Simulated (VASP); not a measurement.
# Sb (R-3m) in VASP: settings compared, part 2 of 2

VASP 6.6.1. Earlier steps stand in the parts before.

**5. Single point, LDA**

This run uses another cell than the first one, of 29.60 Å³/atom, 1.043 times its volume.

File INCAR:

```
SYSTEM = Sb
PREC = Accurate
ENCUT = 520
EDIFF = 1E-7
ISMEAR = -1
SIGMA = 0.05
LREAL = .False.
LASPH = .True.
NELM = 80
ALGO = Normal
ISIF = 2
LWAVE = .False.
LCHARG = .False.
NBANDS = 12
```

File KPOINTS:

```
Automatic mesh
0
Gamma
  8 8 8
  0 0 0
```

File POSCAR:

```
Sb
1.0
    2.1397418462      1.2353805309      3.7327777635
   -2.1397418462      1.2353805309      3.7327777635
    0.0000000000     -2.4707610619      3.7327777635
Sb
2
Direct
    0.7665100000      0.7665100000      0.7665100000
    0.2334900000      0.2334900000      0.2334900000
```

Potentials or basis: VASP PAW LDA potentials, release 64 (Sb).

Run with:

```bash
$ cat potpaw_LDA.64/Sb/POTCAR > POTCAR
$ mpirun -np 1 vasp_std > vasp.out
```

OUTCAR:

```text
SYSTEM = Sb
   PREC = Accurate
   ENCUT = 520
   EDIFF = 1E-7
   ISMEAR = -1
   LREAL = .False.
   LASPH = .True.
   NELM = 80
   ISIF = 2

 ion  position               nearest neighbor table
   1  0.767  0.767  0.767-   2 2.89   2 2.89   2 2.89   2 3.33   2 3.33   2 3.33
   2  0.233  0.233  0.233-   1 2.89   1 2.89   1 2.89   1 3.33   1 3.33   1 3.33

  LATTYP: Found a trigonal (rhomboedric) cell.
 ALAT       =     4.4764148664
 COS(alpha) =     0.5430253624

  Lattice vectors:

 A1 = (   2.1397418462,   1.2353805309,   3.7327777635)
 A2 = (  -2.1397418462,   1.2353805309,   3.7327777635)
 A3 = (   0.0000000000,  -2.4707610619,   3.7327777635)

Analysis of symmetry for initial positions (statically):
=====================================================================
 Subroutine PRICEL returns:
 Original cell was already a primitive cell.

 Routine SETGRP: Setting up the symmetry group for a
 trigonal (rhombohedral) supercell.

 Subroutine GETGRP returns: Found 12 space group operations
 (whereof 12 operations were pure point group operations)
 out of a pool of 12 trial point group operations.

The static configuration has the point symmetry D_3d.

Analysis of symmetry for dynamics (positions and initial velocities):
=====================================================================
 Subroutine PRICEL returns:
 Original cell was already a primitive cell.

 Routine SETGRP: Setting up the symmetry group for a
 trigonal (rhombohedral) supercell.

 Subroutine GETGRP returns: Found 12 space group operations
 (whereof 12 operations were pure point group operations)
 out of a pool of 12 trial point group operations.

The dynamic configuration has the point symmetry D_3d.

 Subroutine INISYM returns: Found 12 space group operations
 (whereof 12 operations are pure point group operations),
 and found     1 'primitive' translations

----------------------------------------------------------------------------------------

[... 115 lines left out ...]
  Thomas-Fermi vector in A             =   2.028463
   LORBIT       =      0    0 simple, 1 ext, 2 COOP (PROOUT), +10 PAW based schemes
   GGA     = CA    functional components
   LHFCALC =     F    Hartree Fock is set to
   AEXX    =    0.0000 exact exchange contribution
   IVDW    =     0    specifies the selected vdW correction
   LEPSILON=     F    determine dielectric tensor
   LRPA    =     F    only Hartree local field effects (RPA)
 non-spin polarized calculation
  energy-cutoff  :      520.00
  volume of cell :       59.20
 maximum number of plane-waves:      1613
 NGX is ok and might be reduce to    36
   NGX = 17   NGY = 17   NGZ = 17

 number of electron      10.0000000 magnetization

 Free energy of the ion-electron system (eV)
  ---------------------------------------------------
  ext. energy  EPLUGINS =         0.00000000
  ---------------------------------------------------
  free energy    TOTEN  =        -9.62837063 eV

  energy without entropy =       -9.62562169  energy(sigma->0) =       -9.62699616

 E-fermi :   7.4715     XC(G=0):  -9.8023

 val. band max:        7.4671273542   @ k =   0.3750   0.1250   0.1250
 cond. band min:       7.5131451556   @ k =   0.5000   0.5000   0.5000
 fundamental gap:      0.0460178014
 Fermi energy:         7.4714615526

 k-point     1 :       0.0000    0.0000    0.0000
  band No.  band energies     occupation
      1      -5.5015      2.00000
      2       2.6142      2.00000
      3       5.2930      2.00000
      4       5.5694      2.00000
      5       5.5694      2.00000
      6       9.4583      0.00000
      7      10.1006      0.00000
      8      10.1006      0.00000
      9      12.4662      0.00000
     10      12.4662      0.00000
     11      12.6382      0.00000
     12      13.9003      0.00000
[... 331 lines left out ...]
 k-point    24 :       0.3750    0.1250    0.1250
  band No.  band energies     occupation
      1      -4.4839      2.00000
      2      -0.2072      2.00000
      3       3.9586      2.00000
      4       5.8430      2.00000
      5       7.4671      1.04331
      6       7.6092      0.11972
      7       8.0569      0.00002
      8      10.4537      0.00000
      9      12.3637      0.00000
     10      13.3248      0.00000
     11      14.5524      0.00000
     12      16.3043      0.00000

 [... further k-points ...]
[... 5 lines left out ...]
  --------------------------------------------------------------------------------------
  -------------------------------------------------------------------------------------
  Total        0.1996482      0.1996482     -0.0970436      0.0000000      0.0000000      0.0000000
  in kB        5.4029439      5.4029439     -2.6262247      0.0000000      0.0000000      0.0000000
  external PRESSURE =       2.7265544 kB  Pullay stress =       0.0000000 kB

 VOLUME and BASIS-vectors are now :
 -----------------------------------------------------------------------------
  energy-cutoff  :      520.00
  volume of cell :       59.20
      direct lattice vectors                 reciprocal lattice vectors
     2.139741846  1.235380531  3.732777764     0.233673048  0.134911197  0.089299003
    -2.139741846  1.235380531  3.732777764    -0.233673048  0.134911197  0.089299003
     0.000000000 -2.470761062  3.732777764     0.000000000 -0.269822395  0.089299003

 POSITION                                       TOTAL-FORCE (eV/Angst)
 -----------------------------------------------------------------------------------
      0.00000     -0.00000      8.58363         0.000000      0.000000     -0.186246
      0.00000     -0.00000      2.61470         0.000000     -0.000000      0.186246
 -----------------------------------------------------------------------------------
    total drift:                                0.000000     -0.000000     -0.000000

  FREE ENERGIE OF THE ION-ELECTRON SYSTEM (eV)
  ---------------------------------------------------
  free  energy   TOTEN  =        -9.6283706324 eV

  energy  without entropy=       -9.6256216899  energy(sigma->0) =       -9.62699616
```

stdout:

```text
POSCAR found type information on POSCAR Sb
 POSCAR found :  1 types and       2 ions
 scaLAPACK will be used
 LDA part: xc-table for (Slater(with rela. corr.)+CA(PZ))
 , standard interpolation
 POSCAR, INCAR and KPOINTS ok, starting setup
 FFT: planning ... GRIDC
 FFT: planning ... GRID_SOFT
 FFT: planning ... GRID
 WAVECAR not read
 entering main loop
```

It took 20 s on 1 thread of Intel Xeon 6975P-C (Granite Rapids), shared host; peak memory 0.18 GiB.

What came out:

```
Free energy            : -9.6284 eV
Pressure               : 0.3 GPa
Largest force          : 0.186 eV/Å
Band gap on the k mesh : zero (band 5 reaches 7.47 eV, above the bottom of band 6 at 7.16 eV)
```

Forces on the atoms (eV/Å):
```
Sb   0.000  0.000 -0.186
Sb   0.000  0.000  0.186
```

Stress tensor (GPa, compression positive):
```
 0.54  0.00  0.00
 0.00  0.54  0.00
 0.00  0.00 -0.26
```

Levels at points of the mesh, in eV from the Fermi level:
| k point | band 2 | band 3 | band 4 | band 5 | band 6 | band 7 | band 8 | band 9 |
| --- | --- | --- | --- | --- | --- | --- | --- | --- |
| (0.00, 0.00, 0.00) | -4.86 | -2.18 | -1.90 | -1.90 | 1.99 | 2.63 | 2.63 | 4.99 |
| (0.50, 0.00, 0.00) | -9.82 | -2.05 | -1.93 | -0.36 | -0.31 | 0.09 | 0.42 | 7.47 |
| (0.50, 0.50, 0.00) | -8.15 | -5.61 | -3.90 | -3.81 | 1.40 | 4.92 | 5.49 | 6.96 |
| (0.50, 0.50, 0.50) | -9.16 | -1.41 | -1.41 | -0.58 | 0.04 | 0.04 | 1.09 | 6.90 |

Caveat: spin-orbit coupling is left out, which moves the levels of the heavy elements.

**6. Single point, LDA**

This run uses another cell than the first one, of 30.21 Å³/atom, 1.064 times its volume.

File INCAR:

```
  ALGO = Normal
  EDIFF = 1E-6
  ENCUT = 520
  GGA = CA
  ISIF = 2
  ISMEAR = -1
  LASPH = T
  LCHARG = F
  LREAL = F
  LWAVE = F
  NBANDS = 12
  NELM = 100
  PREC = Accurate
  SIGMA = 0.05
```

File KPOINTS:

```
k-points
0
Gamma
  8 8 8
```

File POSCAR:

```
Sb
1.0
    2.1542000000      1.2437279499      3.7580000000
   -2.1542000000      1.2437279499      3.7580000000
    0.0000000000     -2.4874558998      3.7580000000
Sb
2
Direct
    0.7665100000      0.7665100000      0.7665100000
    0.2334900000      0.2334900000      0.2334900000
```

Potentials or basis: VASP PAW LDA potentials, release 64 (Sb).

Run with:

```bash
$ cat potpaw_LDA.64/Sb/POTCAR > POTCAR
$ mpirun -np 1 vasp_std > vasp.out
```

It took 20 s on 1 thread of Intel Xeon 6975P-C (Granite Rapids), shared host; peak memory 0.18 GiB.

The run converged. Its results:

```
Free energy            : -9.6258 eV
Pressure               : -0.9 GPa
Largest force          : 0.076 eV/Å
Band gap on the k mesh : zero (band 5 reaches 7.20 eV, above the bottom of band 6 at 6.89 eV)
```

Forces on the atoms (eV/Å):
```
Sb   0.000  0.000 -0.076
Sb   0.000  0.000  0.076
```

Stress tensor (GPa, compression positive):
```
-0.74  0.00  0.00
 0.00 -0.74  0.00
 0.00  0.00 -1.29
```

Levels at points of the mesh, in eV from the Fermi level:
```
           k point  band 1  band 2  band 3  band 4  band 5  band 6  band 7  band 8  band 9  band 10
(0.00, 0.00, 0.00)  -12.80   -4.96   -2.12   -1.85   -1.85    1.99    2.61    2.61    5.02     5.02
(0.50, 0.00, 0.00)  -10.45   -9.72   -1.99   -1.87   -0.34   -0.31    0.11    0.44    7.45     8.06
(0.50, 0.50, 0.00)  -10.45   -8.11   -5.49   -3.80   -3.71    1.47    4.82    5.40    6.78     8.50
(0.50, 0.50, 0.50)  -11.28   -9.06   -1.36   -1.36   -0.60    0.07    0.07    1.05    6.87     8.50
```

Caveat: spin-orbit coupling is left out, which moves the levels of the heavy elements.

**7. The runs side by side**

| level | potentials or basis | spin | cell | k mesh | cutoff (eV) | second run | grid for exact exchange (PRECFOCK) | gap on the mesh (eV) | pressure (GPa) | largest force (eV/Å) |
| --- | --- | --- | --- | --- | --- | --- | --- | --- | --- | --- |
| PBE exchange alone | VASP PAW PBE potentials, release 64 (Sb_d_GW) | off | a = 4.415 Å, angles 57.1°, 2 atoms | 8 × 8 × 8 | 500 | valence_matched | - | none | 17.8 | 0.65 |
| PBE0 | VASP PAW PBE potentials, release 64 (Sb) | non-collinear, zero start, SOC | a = 4.507 Å, angles 57.1°, 2 atoms | 4 × 4 × 4 | 520 | - | Normal | - | -0.3 | 0.43 |
| LDA | VASP PAW LDA potentials, release 64 (Sb) | off | a = 4.415 Å, angles 57.1°, 2 atoms | 8 × 8 × 8 | 520 | - | - | none | 3.1 | 0.43 |
| LDA | VASP PAW LDA potentials, release 64 (Sb) | off | a = 4.476 Å, angles 57.1°, 2 atoms | 8 × 8 × 8 | 520 | - | - | none | 0.3 | 0.19 |
| LDA | VASP PAW LDA potentials, release 64 (Sb) | off | a = 4.507 Å, angles 57.1°, 2 atoms | 8 × 8 × 8 | 520 | - | - | none | -0.9 | 0.08 |

Alike in all rows: task single point; smearing fermi-dirac 0.05 eV.

Caveats: some runs use coarse meshes; spin-orbit coupling is left out, which moves the levels of the heavy elements (some runs); the PAW data sets were made with another functional, which shifts forces and pressure a little (some runs).

Total energies depend on the potentials used, so only differences within one code and one set of settings carry meaning.
